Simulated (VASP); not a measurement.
# ZnO (P6_3mc) in VASP: further runs, part 3 of 3

VASP 6.6.1. Earlier steps stand in the parts before.

### 6 Single point, r2SCAN

This run uses another cell than the first one, of 11.66 Å³/atom, 1.047 times its volume.

Input file POSCAR:

```
ZnO
1.0
    3.2216183642      0.0000000000      0.0000000000
   -1.6108091821      2.7900033447      0.0000000000
    0.0000000000      0.0000000000      5.1871454436
Zn O
2 2
Direct
    0.3333333333      0.6666666667      0.4996264425
    0.6666666667      0.3333333333     -0.0003735575
    0.6666666667      0.3333333333      0.3793835575
    0.3333333333      0.6666666667      0.8793835575
```

Input file INCAR.step1:

```
PREC = Accurate
ENCUT = 520
ISMEAR = 0
SIGMA = 0.01
LREAL = F
LASPH = T
NELM = 100
NBANDS = 26
GGA = PE
ALGO = Normal
EDIFF = 1E-4
LWAVE = T
LCHARG = F
```

Input file INCAR.step2:

```
PREC = Accurate
ENCUT = 520
EDIFF = 1E-6
ISMEAR = 0
SIGMA = 0.01
LREAL = F
LASPH = T
NELM = 100
ALGO = Normal
ISIF = 2
LWAVE = F
LCHARG = T
METAGGA = R2SCAN
LMIXTAU = T
LELF = T
LVHAR = T
NBANDS = 26
ISTART = 1
```

Input file KPOINTS:

```
regular mesh
0
Gamma
  8 8 4
```

Potentials or basis: VASP PAW PBE potentials, release 64 (Zn, O).

Started as:

```bash
$ cat potpaw_PBE.64/Zn/POTCAR potpaw_PBE.64/O/POTCAR > POTCAR
$ cp INCAR.step1 INCAR
$ mpirun -np 1 vasp_std > vasp.out
$ cp INCAR.step2 INCAR
$ mpirun -np 1 vasp_std > vasp.out
```

OUTCAR:

```text
PREC = Accurate
   ENCUT = 520
   EDIFF = 1E-6
   ISMEAR = 0
   LREAL = F
   LASPH = T
   NELM = 100
   ISIF = 2
   METAGGA = R2SCAN
   ISTART = 1

 ion  position               nearest neighbor table
   1  0.333  0.667  0.500-   3 1.96   3 1.96   3 1.96   4 1.97
   2  0.667  0.333  1.000-   4 1.96   4 1.96   4 1.96   3 1.97
   3  0.667  0.333  0.379-   1 1.96   1 1.96   1 1.96   2 1.97
   4  0.333  0.667  0.879-   2 1.96   2 1.96   2 1.96   1 1.97

  LATTYP: Found a hexagonal cell.
 ALAT       =     3.2216183642
 C/A-ratio  =     1.6101054989

  Lattice vectors:

 A1 = (   3.2216183642,   0.0000000000,   0.0000000000)
 A2 = (  -1.6108091821,   2.7900033447,   0.0000000000)
 A3 = (   0.0000000000,   0.0000000000,   5.1871454436)

Analysis of symmetry for initial positions (statically):
=====================================================================
 Subroutine PRICEL returns:
 Original cell was already a primitive cell.

 Routine SETGRP: Setting up the symmetry group for a
 hexagonal supercell.

[... 166 lines left out ...]
  ---------------------------------------------------
  ext. energy  EPLUGINS =         0.00000000
  ---------------------------------------------------
  free energy    TOTEN  =       -36.30911463 eV

  energy without entropy =      -36.30911463  energy(sigma->0) =      -36.30911463

 E-fermi :   1.1232     XC(G=0): -11.7829

 val. band max:        1.0412961824   @ k =   0.0000   0.0000   0.0000
 cond. band min:       2.2965484359   @ k =   0.0000   0.0000   0.0000
 fundamental gap:      1.2552522535
 Fermi energy:         1.1231577867

 k-point     1 :       0.0000    0.0000    0.0000
  band No.  band energies     occupation
      1     -18.2149      2.00000
      2     -17.4986      2.00000
      3      -4.8858      2.00000
      4      -4.8858      2.00000
      5      -4.8250      2.00000
      6      -4.8192      2.00000
[... 685 lines left out ...]
     25      15.7033      0.00000
     26      15.7033      0.00000

 [... further k-points ...]
[... 5 lines left out ...]
  --------------------------------------------------------------------------------------
  -------------------------------------------------------------------------------------
  Total        0.8938889      0.8938889      0.9428416      0.0000000      0.0000000      0.0000000
  in kB       30.7175733     30.7175733     32.3997810      0.0000000      0.0000000      0.0000000
  external PRESSURE =      31.2783092 kB  Pullay stress =       0.0000000 kB

 VOLUME and BASIS-vectors are now :
 -----------------------------------------------------------------------------
  energy-cutoff  :      520.00
  volume of cell :       46.62
      direct lattice vectors                 reciprocal lattice vectors
     3.221618364  0.000000000  0.000000000     0.310402998  0.179211255  0.000000000
    -1.610809182  2.790003345  0.000000000     0.000000000  0.358422509  0.000000000
     0.000000000  0.000000000  5.187145444     0.000000000  0.000000000  0.192784261

 POSITION                                       TOTAL-FORCE (eV/Angst)
 -----------------------------------------------------------------------------------
     -0.00000      1.86000      2.59164         0.000000      0.000000     -0.003987
      1.61081      0.93000      5.18521        -0.000000     -0.000000     -0.003987
      1.61081      0.93000      1.96792         0.000000     -0.000000      0.003987
     -0.00000      1.86000      4.56149        -0.000000      0.000000      0.003987
 -----------------------------------------------------------------------------------
    total drift:                                0.000001      0.000002     -0.053770

  FREE ENERGIE OF THE ION-ELECTRON SYSTEM (eV)
  ---------------------------------------------------
  free  energy   TOTEN  =       -36.3091146262 eV

  energy  without entropy=      -36.3091146262  energy(sigma->0) =      -36.30911463
```

OUTCAR.step1:

```text
PREC = Accurate
   ENCUT = 520
   ISMEAR = 0
   LREAL = F
[... 928 lines left out ...]
     -0.00000      1.86000      2.59164         0.000000     -0.000000      0.003218
      1.61081      0.93000      5.18521        -0.000000      0.000000      0.003218
      1.61081      0.93000      1.96792         0.000000      0.000000     -0.003218
     -0.00000      1.86000      4.56149        -0.000000      0.000000     -0.003218
 -----------------------------------------------------------------------------------
    total drift:                                0.000001      0.000001     -0.000876

  FREE ENERGIE OF THE ION-ELECTRON SYSTEM (eV)
  ---------------------------------------------------
  free  energy   TOTEN  =       -17.7757474706 eV

  energy  without entropy=      -17.7757474706  energy(sigma->0) =      -17.77574747
```

OSZICAR.step1:

```text
N       E                     dE             d eps       ncg     rms          rms(c)
DAV:   1     0.296084669023E+03    0.29608E+03   -0.18199E+04  1608   0.203E+03
DAV:   2     0.109559934101E+02   -0.28513E+03   -0.26716E+03  1658   0.413E+02
DAV:   3    -0.203912375394E+02   -0.31347E+02   -0.30909E+02  1714   0.139E+02
DAV:   4    -0.210180414513E+02   -0.62680E+00   -0.62548E+00  1666   0.200E+01
DAV:   5    -0.210212453840E+02   -0.32039E-02   -0.32037E-02  1730   0.149E+00    0.152E+01
DAV:   6    -0.175949830774E+02    0.34263E+01   -0.64736E+00  2384   0.609E+01    0.936E+00
DAV:   7    -0.178135527518E+02   -0.21857E+00   -0.29884E+00  1596   0.169E+01    0.558E+00
DAV:   8    -0.178253372069E+02   -0.11784E-01   -0.49506E-01  2308   0.777E+00    0.165E+00
DAV:   9    -0.177728284926E+02    0.52509E-01   -0.10805E-01  2306   0.663E+00    0.290E-01
DAV:  10    -0.177757026132E+02   -0.28741E-02   -0.38099E-02  1586   0.134E+00    0.136E-01
DAV:  11    -0.177757474706E+02   -0.44857E-04   -0.51004E-04  1658   0.206E-01
   1 F= -.17775747E+02 E0= -.17775747E+02  d E =-.803260E-34
```

It took 83 s on 1 thread of Intel Xeon Platinum 8559C (Emerald Rapids), shared host; peak memory 0.17 GiB.

What came out:

```
Free energy            : -36.3091 eV
Pressure               : 3.1 GPa
Largest force          : 0.004 eV/Å
Band gap on the k mesh : 1.26 eV, direct
```

Forces on the atoms (eV/Å):
```
Zn   0.000  0.000 -0.004
Zn   0.000  0.000 -0.004
O    0.000  0.000  0.004
O    0.000  0.000  0.004
```

Caveat: the PAW data sets were made with another functional, which shifts forces and pressure a little. r2SCAN opens gaps a little over a GGA but as a rule still falls short of measured ones.

### 7 The runs side by side

```csv
cell,gap on the mesh (eV),pressure (GPa)
"a = 3.174, b = 3.174, c = 5.107 Å, angles 90.0, 90.0, 120.0°, 4 atoms",1.33,11.4
"a = 3.190, b = 3.190, c = 5.136 Å, angles 90.0, 90.0, 120.0°, 4 atoms",1.30,8.3
"a = 3.209, b = 3.209, c = 5.165 Å, angles 90.0, 90.0, 120.0°, 4 atoms",1.27,5.2
"a = 3.222, b = 3.222, c = 5.187 Å, angles 90.0, 90.0, 120.0°, 4 atoms",1.26,3.1
```

Alike in all rows: task single point; level r2SCAN; potentials or basis VASP PAW PBE potentials, release 64 (Zn, O); no spin polarisation; k mesh 8 × 8 × 4; cutoff (eV) 520; smearing gaussian 0.01 eV.

Caveats: the PAW data sets were made with another functional, which shifts forces and pressure a little.

Total energies depend on the potentials used, so only differences within one code and one set of settings carry meaning.
